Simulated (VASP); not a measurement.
## SnO2: single point with PBE

Crystal: SnO2.

```
Sn O
1.0
     4.44149    0.00000    0.00000
     0.00000    4.44149    0.00000
     0.00000    0.00000    3.49703
Sn O
2 4
Direct
  0.00000 0.00000 0.00000
  0.50000 0.50000 0.50000
  0.30661 0.30661 0.00000
  0.19339 0.80661 0.50000
  0.69339 0.69339 0.00000
  0.80661 0.19339 0.50000
```

This cell differs from its parent crystal: strain -0.080 along x and y, +0.080 along z.

```yaml
Program: VASP 6.6.1
Task: single point
Functional: PBE
Potentials_or_basis: VASP PAW PBE potentials, release 64 (Sn_d, O)
Cutoff: 520 eV
k_mesh: 6 × 6 × 8
Occupations: gaussian, width 0.05 eV
Spin: no spin polarisation
Dipole_correction: no
Further_INCAR_settings: ALGO = Normal; EDIFF = 1e-07; NBANDS = 35
```

| Item | Value |
| --- | --- |
| Pressure | 17.7 GPa |
| Largest force | 0.841 eV/Å |
| Band gap on the k mesh | 1.44 eV |

Forces on the atoms (eV/Å):
```
Sn   0.000  0.000  0.000
Sn   0.000  0.000  0.000
O    0.594  0.594  0.000
O   -0.594  0.594  0.000
O   -0.594 -0.594  0.000
O    0.594 -0.594  0.000
```

Stress tensor (GPa, compression positive):
```
27.53  0.00  0.00
 0.00 27.53  0.00
 0.00  0.00 -1.86
```

Levels at points of the mesh, in eV from the valence-band top:
```csv
k point,band 23,band 24,band 25,band 26,band 27,band 28,band 29,band 30
"(0.00, 0.00, 0.00)",-1.34,-0.56,-0.56,0.00,1.44,5.29,5.60,5.60
"(0.50, 0.00, 0.00)",-1.25,-1.25,-0.48,-0.48,4.82,4.82,6.50,6.50
"(0.50, 0.50, 0.00)",-1.51,-1.51,-0.47,-0.47,4.89,4.89,7.37,7.37
"(0.00, 0.00, 0.50)",-1.69,-1.69,-1.10,-1.10,6.32,6.32,9.27,9.27
"(0.50, 0.00, 0.50)",-0.88,-0.88,-0.20,-0.20,6.92,6.92,8.84,8.84
"(0.50, 0.50, 0.50)",-0.70,-0.70,-0.46,-0.46,5.35,5.35,9.22,9.22
```

Wall time 45 s on 1 thread of Intel(R) Xeon(R) 6975P-C (Granite Rapids), with other jobs on the host, peak memory 0.23 GiB.

Caveat: the cell differs from its parent crystal (strain -0.080 along x and y, +0.080 along z); the cell stands under pressure; spin-orbit coupling is left out, which moves the levels of the heavy elements.
